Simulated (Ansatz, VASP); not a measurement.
Al2RuCN2: VASP beside Ansatz

```
Al Ru C N
1.0
     3.52442    0.00000    0.00000
     0.00000    3.52442    0.00000
     0.00000    0.00000    6.05449
Al Ru C N
2 1 1 2
Cartesian
  1.7622 1.7622 4.4779
  1.7622 1.7622 1.5766
  0.0000 0.0000 0.0000
  0.0000 0.0000 3.0272
  0.0000 1.7622 3.0272
  1.7622 0.0000 3.0272
```

Change from the starting cell: species swapped into the Sr2CoSeO2 type (P4/mmm, No. 123).

Alike in both runs: task single point; functional PBE; k mesh 6 × 6 × 4; occupations gaussian, width 0.1 eV; collinear spin.

|  | VASP | Ansatz |
| --- | --- | --- |
| version | VASP 6.6.1 | Ansatz 0.2.0 |
| potentials or method | VASP PAW PBE potentials, release 64 (Al, Ru_pv, C, N), cutoff 520 eV | scalar-relativistic, plane waves, PAW |
| valence electrons in the cell | 34 | 36 |

|  | VASP | Ansatz | Ansatz less VASP |
| --- | --- | --- | --- |
| gap on the k mesh at the Fermi level (eV) | none | none | - |
| pressure (GPa) | -24.8 | -24.7 | +0.05 |
| traceless stress, the component that is largest in VASP (GPa) | 2.60 | 2.60 | +0.002 |
| rms of the force components (eV/Å) | 0.058 | 0.060 | +0.0016 |
| net moment per atom (μB) | 0.02 | 0.02 | +0.002 |
| size of the moment on the site where the two differ most (μB) | 0.04 | 0.04 | +0.004 |

Site moments also hang on the region over which each program counts them. Atom by atom the forces differ by 0.002 eV/Å (rms over components). A gap of «none» marks a metal or a gap that the smearing closes. VASP's potentials hold 34 valence electrons a cell and Ansatz's 36, so a difference there can come from the potentials and not from the codes.
